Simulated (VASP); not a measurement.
# TiC (Fm-3m) in VASP: notebook

TiC is run at these levels: LDA, PBEsol, BLYP+D3(BJ); tasks: single point.

Program: VASP 6.6.1. These are calculated values, not measurements. Logs are shortened: lines on timing, memory, paths and dates and some standing lists are left out, and cuts for length are marked.

**1. The cell of the first run**

It takes space group Fm-3m (No. 225, cubic). Conventional cell: a = 4.243 Å, b = 4.243 Å, c = 4.243 Å, α = 90.00°, β = 90.00°, γ = 90.00°. Ti (site symmetry m-3m) has 6 C at 2.12 Å within 2.8 Å. Within 2.8 Å of C (site symmetry m-3m) lie 6 Ti at 2.12 Å.

**2. Single point, LDA**

INCAR

```
SYSTEM = TiC
ALGO = Normal
EDIFF = 1E-6
ENCUT = 520
GGA = CA
ISIF = 2
ISMEAR = -1
LASPH = .TRUE.
LCHARG = .FALSE.
LREAL = .FALSE.
LWAVE = .FALSE.
NBANDS = 15
NELM = 100
PREC = Accurate
SIGMA = 0.05
```

KPOINTS

```
k-points
0
G
  11 11 11
  0 0 0
```

POSCAR

```
TiC
1.0
    0.0000000000      2.1215080947      2.1215080947
    2.1215080947      0.0000000000      2.1215080947
    2.1215080947      2.1215080947      0.0000000000
Ti C
1 1
Direct
    0.0000000000      0.0000000000      0.0000000000
    0.5000000000      0.5000000000      0.5000000000
```

Potentials or basis: VASP PAW LDA potentials, release 64 (Ti_sv, C).

Run with:

```bash
$ cat potpaw_LDA.64/Ti_sv/POTCAR potpaw_LDA.64/C/POTCAR > POTCAR
$ mpirun -np 1 vasp_std > vasp.out
```

OUTCAR:

```text
SYSTEM = TiC
   EDIFF = 1E-6
   ENCUT = 520
   GGA = CA
   ISIF = 2
   ISMEAR = -1
   LASPH = .TRUE.
   LREAL = .FALSE.
   NELM = 100
   PREC = Accurate

 ion  position               nearest neighbor table
   1  0.000  0.000  0.000-   2 2.12   2 2.12   2 2.12   2 2.12   2 2.12   2 2.12
   2  0.500  0.500  0.500-   1 2.12   1 2.12   1 2.12   1 2.12   1 2.12   1 2.12

  LATTYP: Found a face centered cubic cell.
 ALAT       =     4.2430161894

  Lattice vectors:

 A1 = (   0.0000000000,   2.1215080947,   2.1215080947)
 A2 = (   2.1215080947,   0.0000000000,   2.1215080947)
 A3 = (   2.1215080947,   2.1215080947,   0.0000000000)

Analysis of symmetry for initial positions (statically):
=====================================================================
 Subroutine PRICEL returns:
 Original cell was already a primitive cell.

 Routine SETGRP: Setting up the symmetry group for a
 face centered cubic supercell.

 Subroutine GETGRP returns: Found 48 space group operations
[... 9 lines left out ...]

 Routine SETGRP: Setting up the symmetry group for a
 face centered cubic supercell.

 Subroutine GETGRP returns: Found 48 space group operations
[... 11 lines left out ...]
                                     Primitive cell

  volume of cell :      19.0970

  direct lattice vectors                    reciprocal lattice vectors
     0.000000000  2.121508095  2.121508095    -0.235681401  0.235681401  0.235681401
     2.121508095  0.000000000  2.121508095     0.235681401 -0.235681401  0.235681401
     2.121508095  2.121508095  0.000000000     0.235681401  0.235681401 -0.235681401

  length of vectors
     3.000265520  3.000265520  3.000265520     0.408212161  0.408212161  0.408212161

  position of ions in fractional coordinates (direct lattice)
[... 8 lines left out ...]
----------------------------------------------------------------------------------------

 KPOINTS: k-points

Automatic generation of k-mesh.
 Grid dimensions read from file:
 generate k-points for:   11   11   11

 Generating k-lattice:

  Cartesian coordinates                     Fractional coordinates (reciprocal lattice)
    -0.021425582  0.021425582  0.021425582     0.090909091  0.000000000  0.000000000
     0.021425582 -0.021425582  0.021425582     0.000000000  0.090909091  0.000000000
     0.021425582  0.021425582 -0.021425582     0.000000000  0.000000000  0.090909091

  Length of vectors
     0.037110196  0.037110196  0.037110196

  Shift w.r.t. Gamma in fractional coordinates (k-lattice)
     0.000000000  0.000000000  0.000000000

 Subroutine IBZKPT returns following result:
 ===========================================

 Found     56 irreducible k-points:

 Following reciprocal coordinates:
            Coordinates               Weight
  0.000000  0.000000  0.000000      1.000000
  0.090909  0.000000  0.000000      8.000000
  0.181818  0.000000  0.000000      8.000000
  0.272727  0.000000  0.000000      8.000000
  0.363636  0.000000  0.000000      8.000000
  0.454545  0.000000  0.000000      8.000000
[... 16 lines left out ...]
 -0.272727  0.181818  0.000000     24.000000
 -0.181818  0.181818  0.000000     12.000000
 [... further k-points ...]
   k-points           NKPTS =     56   k-points in BZ     NKDIM =     56   number of bands    NBANDS=     15
   number of dos      NEDOS =    301   number of ions     NIONS =      2
   total plane-waves  NPLWV =  13824
   dimension x,y,z NGX =    24 NGY =   24 NGZ =   24
   dimension x,y,z NGXF=    48 NGYF=   48 NGZF=   48
   ions per type =               1   1
   NGX,Y,Z   is equivalent  to a cutoff of  13.30, 13.30, 13.30 a.u.
   NGXF,Y,Z  is equivalent  to a cutoff of  26.60, 26.60, 26.60 a.u.
 SYSTEM =  TiC
   PREC   = accura    normal or accurate (medium, high low for compatibility)
   ISTART =      0    job   : 0-new  1-cont  2-samecut
   ICHARG =      2    charge: 1-file 2-atom 10-const
   ISPIN  =      1    spin polarized calculation?
   LNONCOLLINEAR =      F non collinear calculations
   LSORBIT =      F    spin-orbit coupling
   LASPH  =      T    aspherical Exc in radial PAW
   ENCUT  =  520.0 eV  38.22 Ry    6.18 a.u.   5.58  5.58  5.58*2*pi/ulx,y,z
   NELM   =    100;   NELMIN=  2; NELMDL= -5     # of ELM steps
   EDIFF  = 0.1E-05   stopping-criterion for ELM
   LREAL  =      F    real-space projection
   EDIFFG = 0.1E-04   stopping-criterion for IOM
   NSW    =      0    number of steps for IOM
   IBRION =     -1    ionic relax: 0-MD 1-quasi-New 2-CG
   NFREE  =      0    steps in history (QN), initial steepest desc. (CG)
   ISIF   =      2    stress and relaxation
   ISYM   =      2    0-nonsym 1-usesym 2-fastsym
   POTIM  = 0.5000    time-step for ionic-motion
   TEBEG  =    0.0;   TEEND  =   0.0 temperature during run
   PSTRESS=    0.0 pullay stress
   NELECT =      16.0000    total number of electrons
   NUPDOWN=      -1.0000    fix difference up-down
   EMIN   =  10.00;   EMAX   =-10.00  energy-range for DOS
   EFERMI =   0.00;   METHOD = LEGACY
   ISMEAR =    -1;   SIGMA  =   0.05  broadening in eV -4-tet -1-fermi 0-gaus
   EFERMI_NEDOS =   21; number of points for ismear=-14 and -15
   IALGO  =     38    algorithm
   IMIX   =      4    mixing-type and parameters
     AMIX     =   0.40;   BMIX     =  1.00
     AMIX_MAG =   1.60;   BMIX_MAG =  1.00
  volume/ion in A,a.u.               =       9.55        64.44
  Fermi-wavevector in a.u.,A,eV,Ry     =   1.543335  2.916480 32.407474  2.381882
  Thomas-Fermi vector in A             =   2.649012
   LORBIT       =      0    0 simple, 1 ext, 2 COOP (PROOUT), +10 PAW based schemes
   GGA     = CA    functional components
   LHFCALC =     F    Hartree Fock is set to
   AEXX    =    0.0000 exact exchange contribution
   IVDW    =     0    specifies the selected vdW correction
   LEPSILON=     F    determine dielectric tensor
   LRPA    =     F    only Hartree local field effects (RPA)
 non-spin polarized calculation
  energy-cutoff  :      520.00
  volume of cell :       19.10
 maximum number of plane-waves:       532
   NGX = 11   NGY = 11   NGZ = 11

 number of electron      16.0000002 magnetization

 Free energy of the ion-electron system (eV)
  ---------------------------------------------------
  ext. energy  EPLUGINS =         0.00000000
  ---------------------------------------------------
  free energy    TOTEN  =       -20.53567832 eV

  energy without entropy =      -20.53291198  energy(sigma->0) =      -20.53429515

 E-fermi :  10.0447     XC(G=0): -13.2976

 val. band max:        9.9894920823   @ k =   0.4545   0.4545   0.0000
 cond. band min:      10.1150632953   @ k =   0.0909   0.0000   0.0000
 fundamental gap:      0.1255712130
 Fermi energy:        10.0447348376

 k-point     1 :       0.0000    0.0000    0.0000
  band No.  band energies     occupation
      1     -45.7248      2.00000
      2     -22.0919      2.00000
      3     -22.0919      2.00000
      4     -22.0919      2.00000
      5      -2.5064      2.00000
      6      10.6312      0.00002
      7      10.6312      0.00002
      8      10.6312      0.00002
      9      11.7524      0.00000
     10      11.7524      0.00000
     11      11.7524      0.00000
     12      11.8260      0.00000
     13      11.8260      0.00000
     14      21.5272      0.00000
     15      24.2781      0.00000

 k-point     2 :       0.0909    0.0000    0.0000
  band No.  band energies     occupation
      1     -45.7167      2.00000
      2     -22.1454      2.00000
      3     -22.0967      2.00000
      4     -22.0967      2.00000
      5      -2.3035      2.00000
      6       9.8027      1.98431
      7      10.1151      0.39355
      8      10.1151      0.39355
      9      11.0117      0.00000
     10      11.0117      0.00000
     11      12.1743      0.00000
     12      13.3801      0.00000
     13      13.3801      0.00000
     14      21.8192      0.00000
     15      24.4062      0.00000

 k-point     3 :       0.1818    0.0000    0.0000
  band No.  band energies     occupation
      1     -45.6950      2.00000
      2     -22.2870      2.00000
      3     -22.1097      2.00000
      4     -22.1097      2.00000
      5      -1.7233      2.00000
      6       8.3367      2.00000
      7       8.9194      2.00000
      8       8.9194      2.00000
      9      11.3773      0.00000
     10      11.3773      0.00000
     11      12.6602      0.00000
     12      15.0450      0.00000
     13      15.0450      0.00000
     14      22.2286      0.00000
     15      24.5730      0.00000

 k-point     4 :       0.2727    0.0000    0.0000
  band No.  band energies     occupation
      1     -45.6665      2.00000
      2     -22.4681      2.00000
      3     -22.1265      2.00000
      4     -22.1265      2.00000
      5      -0.8449      2.00000
      6       6.7506      2.00000
      7       7.9422      2.00000
      8       7.9422      2.00000
      9      11.9822      0.00000
     10      11.9822      0.00000
     11      13.1428      0.00000
     12      16.6122      0.00000
     13      16.6122      0.00000
     14      21.4946      0.00000
     15      25.3375      0.00000
[... 307 lines left out ...]
 k-point    22 :      -0.3636    0.1818    0.0000
  band No.  band energies     occupation
      1     -45.6149      2.00000
      2     -22.6370      2.00000
      3     -22.2950      2.00000
      4     -22.1671      2.00000
      5       0.8391      2.00000
      6       4.8113      2.00000
      7       6.9935      2.00000
      8       7.1547      2.00000
      9      12.6843      0.00000
     10      13.0959      0.00000
     11      14.0891      0.00000
     12      16.5746      0.00000
     13      18.4132      0.00000
     14      20.8538      0.00000
     15      24.6268      0.00000

 k-point    23 :      -0.2727    0.1818    0.0000
  band No.  band energies     occupation
      1     -45.6325      2.00000
      2     -22.5517      2.00000
      3     -22.2812      2.00000
      4     -22.1392      2.00000
      5       0.1635      2.00000
      6       5.5784      2.00000
      7       7.2801      2.00000
      8       7.3629      2.00000
      9      12.0849      0.00000
     10      13.1747      0.00000
     11      14.0270      0.00000
     12      15.5668      0.00000
     13      18.4926      0.00000
     14      21.6216      0.00000
     15      24.1913      0.00000

 k-point    24 :      -0.1818    0.1818    0.0000
  band No.  band energies     occupation
      1     -45.6568      2.00000
      2     -22.4467      2.00000
      3     -22.2308      2.00000
      4     -22.1161      2.00000
      5      -0.6398      2.00000
      6       6.6038      2.00000
      7       7.6656      2.00000
      8       7.9122      2.00000
      9      11.5671      0.00000
     10      12.8292      0.00000
     11      13.7712      0.00000
     12      14.7508      0.00000
     13      17.7663      0.00000
     14      22.4978      0.00000
     15      24.0472      0.00000

 [... further k-points ...]
[... 5 lines left out ...]
  --------------------------------------------------------------------------------------
  -------------------------------------------------------------------------------------
  Total        0.5252499      0.5252499      0.5252499     -0.0000000     -0.0000000      0.0000000
  in kB       44.0669022     44.0669022     44.0669022     -0.0000000     -0.0000000      0.0000000
  external PRESSURE =      44.0669022 kB  Pullay stress =       0.0000000 kB

 VOLUME and BASIS-vectors are now :
 -----------------------------------------------------------------------------
  energy-cutoff  :      520.00
  volume of cell :       19.10
      direct lattice vectors                 reciprocal lattice vectors
     0.000000000  2.121508095  2.121508095    -0.235681401  0.235681401  0.235681401
     2.121508095  0.000000000  2.121508095     0.235681401 -0.235681401  0.235681401
     2.121508095  2.121508095  0.000000000     0.235681401  0.235681401 -0.235681401

 POSITION                                       TOTAL-FORCE (eV/Angst)
 -----------------------------------------------------------------------------------
      0.00000      0.00000      0.00000        -0.000000      0.000000     -0.000000
      2.12151      2.12151      2.12151         0.000000     -0.000000      0.000000
 -----------------------------------------------------------------------------------
    total drift:                                0.000000     -0.000000     -0.000000

  FREE ENERGIE OF THE ION-ELECTRON SYSTEM (eV)
  ---------------------------------------------------
  free  energy   TOTEN  =       -20.5356783236 eV

  energy  without entropy=      -20.5329119793  energy(sigma->0) =      -20.53429515
```

Wall time 11 s (1 thread of AMD EPYC 9R45 (Zen 5), shared host); peak memory 0.1 GiB.

What came out:

```
Free energy            : -20.5357 eV
Pressure               : 4.4 GPa
Band gap on the k mesh : zero (band 8 reaches 10.63 eV, above the bottom of band 9 at 9.56 eV)
```

(Continued in part 2 of 2.)
